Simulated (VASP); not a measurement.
# Mg (P6_3/mmc) in VASP: further runs

Runs on Mg. Level: PBEsol. Tasks: single point, relaxation of cell and atoms.

Program: VASP 6.6.1. These are calculated values, not measurements. Logs are shortened: lines on timing, memory, paths and dates and some standing lists are left out, and cuts for length are marked.

### Step 1. The cell of the first run

Symmetry: P6_3/mmc, No. 194, hexagonal system. Conventional cell: a = 3.089 Å, b = 3.089 Å, c = 10.047 Å, α = 90.00°, β = 90.00°, γ = 120.00°. Mg (site symmetry -3m) has 12 Mg at 3.08 to 3.09 Å within 4.1 Å. Mg (site symmetry -6m2) has 12 Mg at 3.08 to 3.09 Å within 4.1 Å.

### Step 2. Single point, PBEsol (20.76 Å³/atom)

Contents of INCAR:

```
ALGO = Normal ; EDIFF = 1E-6
ENCUT = 520 ; GGA = PS
ISIF = 2 ; ISMEAR = -1
LASPH = True ; LCHARG = False
LREAL = False ; LWAVE = False
NBANDS = 12 ; NELM = 80
PREC = Accurate ; SIGMA = 0.1
```

Contents of KPOINTS:

```
k-points
0
Gamma
  13 13 4
```

Contents of POSCAR:

```
Mg
1.0
    3.0893122402      0.0000000000      0.0000000000
   -1.5446561201      2.6754228802      0.0000000000
    0.0000000000      0.0000000000     10.0474708947
Mg
4
Direct
    0.0000000000      1.0000000000      0.0000000000
    0.0000000000      0.0000000000      0.5000000000
    0.3333333333      0.6666666667      0.2500000000
    0.6666666667      0.3333333333      0.7500000000
```

Potentials or basis: VASP PAW PBE potentials, release 64 (Mg).

Command:

```console
> cat potpaw_PBE.64/Mg/POTCAR > POTCAR
> mpirun -np 1 vasp_std > vasp.out
```

OUTCAR:

```text
EDIFF = 1E-6
   ENCUT = 520
   GGA = PS
   ISIF = 2
   ISMEAR = -1
   LASPH = True
   LREAL = False
   NELM = 80
   PREC = Accurate

 ion  position               nearest neighbor table
   1  0.000  0.000  0.000-   3 3.08   4 3.08   3 3.08   4 3.08   4 3.08   3 3.08
   2  0.000  0.000  0.500-   3 3.08   4 3.08   3 3.08   4 3.08   4 3.08   3 3.08
   3  0.333  0.667  0.250-   1 3.08   2 3.08   1 3.08   2 3.08   1 3.08   2 3.08
   4  0.667  0.333  0.750-   1 3.08   2 3.08   1 3.08   2 3.08   1 3.08   2 3.08

  LATTYP: Found a hexagonal cell.
 ALAT       =     3.0893122402
 C/A-ratio  =     3.2523325949

  Lattice vectors:

 A1 = (   3.0893122402,   0.0000000000,   0.0000000000)
 A2 = (  -1.5446561201,   2.6754228802,   0.0000000000)
 A3 = (   0.0000000000,   0.0000000000,  10.0474708947)

Analysis of symmetry for initial positions (statically):
=====================================================================
 Subroutine PRICEL returns:
 Original cell was already a primitive cell.

 Routine SETGRP: Setting up the symmetry group for a
 hexagonal supercell.

 Subroutine GETGRP returns: Found 24 space group operations
 (whereof 12 operations were pure point group operations)
 out of a pool of 24 trial point group operations.

The static configuration has the point symmetry D_3d.
 The point group associated with its full space group is D_6h.

Analysis of symmetry for dynamics (positions and initial velocities):
=====================================================================
 Subroutine PRICEL returns:
 Original cell was already a primitive cell.

 Routine SETGRP: Setting up the symmetry group for a
 hexagonal supercell.

 Subroutine GETGRP returns: Found 24 space group operations
 (whereof 12 operations were pure point group operations)
 out of a pool of 24 trial point group operations.

The dynamic configuration has the point symmetry D_3d.
 The point group associated with its full space group is D_6h.

 Subroutine INISYM returns: Found 24 space group operations
 (whereof 12 operations are pure point group operations),
 and found     1 'primitive' translations

----------------------------------------------------------------------------------------

                                     Primitive cell

  volume of cell :      83.0445

  direct lattice vectors                    reciprocal lattice vectors
     3.089312240  0.000000000  0.000000000     0.323696643  0.186886344  0.000000000
    -1.544656120  2.675422880  0.000000000     0.000000000  0.373772687  0.000000000
     0.000000000  0.000000000 10.047470895     0.000000000  0.000000000  0.099527534

  length of vectors
     3.089312240  3.089312240 10.047470895     0.373772687  0.373772687  0.099527534

  position of ions in fractional coordinates (direct lattice)
     0.000000000  0.000000000  0.000000000
     0.000000000  0.000000000  0.500000000
     0.333333333  0.666666667  0.250000000
     0.666666667  0.333333333  0.750000000

  ion indices of the primitive-cell ions
   primitive index   ion index
                 1           1
                 2           2
                 3           3
                 4           4

----------------------------------------------------------------------------------------

 KPOINTS: k-points

Automatic generation of k-mesh.
 Grid dimensions read from file:
 generate k-points for:   13   13    4

 Generating k-lattice:

  Cartesian coordinates                     Fractional coordinates (reciprocal lattice)
     0.024899742  0.014375873  0.000000000     0.076923077  0.000000000  0.000000000
     0.000000000  0.028751745  0.000000000     0.000000000  0.076923077  0.000000000
     0.000000000  0.000000000  0.024881883     0.000000000  0.000000000  0.250000000

  Length of vectors
     0.028751745  0.028751745  0.024881883

  Shift w.r.t. Gamma in fractional coordinates (k-lattice)
     0.000000000  0.000000000  0.000000000

 Subroutine IBZKPT returns following result:
 ===========================================

 Found     63 irreducible k-points:

 Following reciprocal coordinates:
            Coordinates               Weight
  0.000000  0.000000  0.000000      1.000000
  0.076923 -0.000000  0.000000      6.000000
  0.153846 -0.000000  0.000000      6.000000
  0.230769 -0.000000  0.000000      6.000000
  0.307692 -0.000000  0.000000      6.000000
  0.384615 -0.000000  0.000000      6.000000
[... 16 lines left out ...]
  0.076923 -0.000000  0.250000     12.000000
  0.153846 -0.000000  0.250000     12.000000
 [... further k-points ...]
   k-points           NKPTS =     63   k-points in BZ     NKDIM =     63   number of bands    NBANDS=     12
   number of dos      NEDOS =    301   number of ions     NIONS =      4
   total plane-waves  NPLWV =  46080
   dimension x,y,z NGX =    24 NGY =   24 NGZ =   80
   dimension x,y,z NGXF=    48 NGYF=   48 NGZF=  160
   ions per type =               4
   NGX,Y,Z   is equivalent  to a cutoff of  12.92, 12.92, 13.24 a.u.
   NGXF,Y,Z  is equivalent  to a cutoff of  25.83, 25.83, 26.47 a.u.
 SYSTEM =  unknown system
   PREC   = accura    normal or accurate (medium, high low for compatibility)
   ISTART =      0    job   : 0-new  1-cont  2-samecut
   ICHARG =      2    charge: 1-file 2-atom 10-const
   ISPIN  =      1    spin polarized calculation?
   LNONCOLLINEAR =      F non collinear calculations
   LSORBIT =      F    spin-orbit coupling
   LASPH  =      T    aspherical Exc in radial PAW
   ENCUT  =  520.0 eV  38.22 Ry    6.18 a.u.   5.74  5.74 18.68*2*pi/ulx,y,z
   NELM   =     80;   NELMIN=  2; NELMDL= -5     # of ELM steps
   EDIFF  = 0.1E-05   stopping-criterion for ELM
   LREAL  =      F    real-space projection
   EDIFFG = 0.1E-04   stopping-criterion for IOM
   NSW    =      0    number of steps for IOM
   IBRION =     -1    ionic relax: 0-MD 1-quasi-New 2-CG
   NFREE  =      0    steps in history (QN), initial steepest desc. (CG)
   ISIF   =      2    stress and relaxation
   ISYM   =      2    0-nonsym 1-usesym 2-fastsym
   POTIM  = 0.5000    time-step for ionic-motion
   TEBEG  =    0.0;   TEEND  =   0.0 temperature during run
   PSTRESS=    0.0 pullay stress
   NELECT =       8.0000    total number of electrons
   NUPDOWN=      -1.0000    fix difference up-down
   EMIN   =  10.00;   EMAX   =-10.00  energy-range for DOS
   EFERMI =   0.00;   METHOD = LEGACY
   ISMEAR =    -1;   SIGMA  =   0.10  broadening in eV -4-tet -1-fermi 0-gaus
   EFERMI_NEDOS =   21; number of points for ismear=-14 and -15
   IALGO  =     38    algorithm
   IMIX   =      4    mixing-type and parameters
     AMIX     =   0.40;   BMIX     =  1.00
     AMIX_MAG =   1.60;   BMIX_MAG =  1.00
  volume/ion in A,a.u.               =      20.76       140.10
  Fermi-wavevector in a.u.,A,eV,Ry     =   0.750472  1.418186  7.662913  0.563208
  Thomas-Fermi vector in A             =   1.847231
   LORBIT       =      0    0 simple, 1 ext, 2 COOP (PROOUT), +10 PAW based schemes
   GGA     = PS    functional components
   LHFCALC =     F    Hartree Fock is set to
   AEXX    =    0.0000 exact exchange contribution
   IVDW    =     0    specifies the selected vdW correction
   LEPSILON=     F    determine dielectric tensor
   LRPA    =     F    only Hartree local field effects (RPA)
 non-spin polarized calculation
  energy-cutoff  :      520.00
  volume of cell :       83.04
 maximum number of plane-waves:      2250
 NGX is ok and might be reduce to    24
   NGX = 11   NGY = 11   NGZ = 37

 number of electron       8.0000000 magnetization

 Free energy of the ion-electron system (eV)
  ---------------------------------------------------
  ext. energy  EPLUGINS =         0.00000000
  ---------------------------------------------------
  free energy    TOTEN  =        -6.80848082 eV

  energy without entropy =       -6.74329827  energy(sigma->0) =       -6.77588955

 E-fermi :   3.1811     XC(G=0):  -8.8555

 val. band max:        3.1437929602   @ k =   0.4615   0.0000   0.0000
 cond. band min:       3.1879376964   @ k =   0.4615   0.0000   0.0000
 fundamental gap:      0.0441447362
 Fermi energy:         3.1810972144

 k-point     1 :       0.0000    0.0000    0.0000
  band No.  band energies     occupation
      1      -4.2392      2.00000
      2      -2.7573      2.00000
      3      -2.7547      2.00000
      4       1.2722      2.00000
      5       1.8847      2.00000
      6       8.4356      0.00000
      7       8.4462      0.00000
      8      14.7119      0.00000
      9      14.7119      0.00000
     10      14.8844      0.00000
     11      14.8844      0.00000
     12      15.4576      0.00000

 k-point     2 :       0.0769   -0.0000    0.0000
  band No.  band energies     occupation
      1      -4.1144      2.00000
      2      -2.6346      2.00000
      3      -2.6321      2.00000
      4       1.3847      2.00000
      5       2.0049      1.99998
      6       8.5243      0.00000
      7       8.5417      0.00000
      8      12.6323      0.00000
      9      13.6186      0.00000
     10      13.6360      0.00000
     11      13.7343      0.00000
     12      14.6450      0.00000

 k-point     3 :       0.1538   -0.0000    0.0000
  band No.  band energies     occupation
      1      -3.7412      2.00000
      2      -2.2678      2.00000
      3      -2.2654      2.00000
      4       1.7224      2.00000
      5       2.3606      1.99945
      6       8.7087      0.00000
      7       8.7963      0.00000
      8      10.2680      0.00000
      9      11.2955      0.00000
     10      11.4028      0.00000
     11      12.6098      0.00000
     12      13.3453      0.00000
[... 286 lines left out ...]
 k-point    23 :       0.0769   -0.0000    0.2500
  band No.  band energies     occupation
      1      -4.0211      2.00000
      2      -3.2781      2.00000
      3      -1.8117      2.00000
      4       0.3310      2.00000
      5       3.2164      0.82527
      6       6.6181      0.00000
      7      10.5540      0.00000
      8      12.7121      0.00000
      9      13.2059      0.00000
     10      13.6913      0.00000
     11      14.1861      0.00000
     12      14.2678      0.00000

 k-point    24 :       0.1538   -0.0000    0.2500
  band No.  band energies     occupation
      1      -3.6483      2.00000
      2      -2.9086      2.00000
      3      -1.4486      2.00000
      4       0.6826      2.00000
      5       3.5554      0.04629
      6       6.9131      0.00000
      7      10.0445      0.00000
      8      10.7261      0.00000
      9      11.0638      0.00000
     10      12.0129      0.00000
     11      12.6852      0.00000
     12      13.1985      0.00000

 [... further k-points ...]

------------------------ aborting loop because EDIFF is reached ----------------------------------------

  FORCE on cell =-STRESS in cart. coord.  units (eV):
  Direction    XX          YY          ZZ          XY          YZ          ZX
  --------------------------------------------------------------------------------------
  -------------------------------------------------------------------------------------
  Total        1.9567184      1.9567184      1.8828323      0.0000000      0.0000000      0.0000000
  in kB       37.7509527     37.7509527     36.3254690      0.0000000      0.0000000      0.0000000
  external PRESSURE =      37.2757914 kB  Pullay stress =       0.0000000 kB

 VOLUME and BASIS-vectors are now :
 -----------------------------------------------------------------------------
  energy-cutoff  :      520.00
  volume of cell :       83.04
      direct lattice vectors                 reciprocal lattice vectors
     3.089312240  0.000000000  0.000000000     0.323696643  0.186886344  0.000000000
    -1.544656120  2.675422880  0.000000000     0.000000000  0.373772687  0.000000000
     0.000000000  0.000000000 10.047470895     0.000000000  0.000000000  0.099527534

 POSITION                                       TOTAL-FORCE (eV/Angst)
 -----------------------------------------------------------------------------------
      0.00000      0.00000      0.00000         0.000000      0.000000      0.000000
      0.00000      0.00000      5.02374         0.000000      0.000000      0.000000
     -0.00000      1.78362      2.51187        -0.000000      0.000000     -0.000000
      1.54466      0.89181      7.53560         0.000000      0.000000      0.000000
 -----------------------------------------------------------------------------------
    total drift:                                0.000000     -0.000000      0.000000

  FREE ENERGIE OF THE ION-ELECTRON SYSTEM (eV)
  ---------------------------------------------------
  free  energy   TOTEN  =        -6.8084808199 eV

  energy  without entropy=       -6.7432982710  energy(sigma->0) =       -6.77588955
```

Run time: 44 s. Hardware: 1 thread of Intel Xeon 8259CL, shared host; peak memory 0.22 GiB.

Results:

* Free energy: -6.8085 eV
* Pressure: 3.7 GPa
* Band gap on the k mesh: zero (bands 4 and 5 overlap by 2.43 eV)

Caveat: the cell stands under pressure; the PAW data sets were made with another functional, which shifts forces and pressure a little.

[end of part 1 of 2]
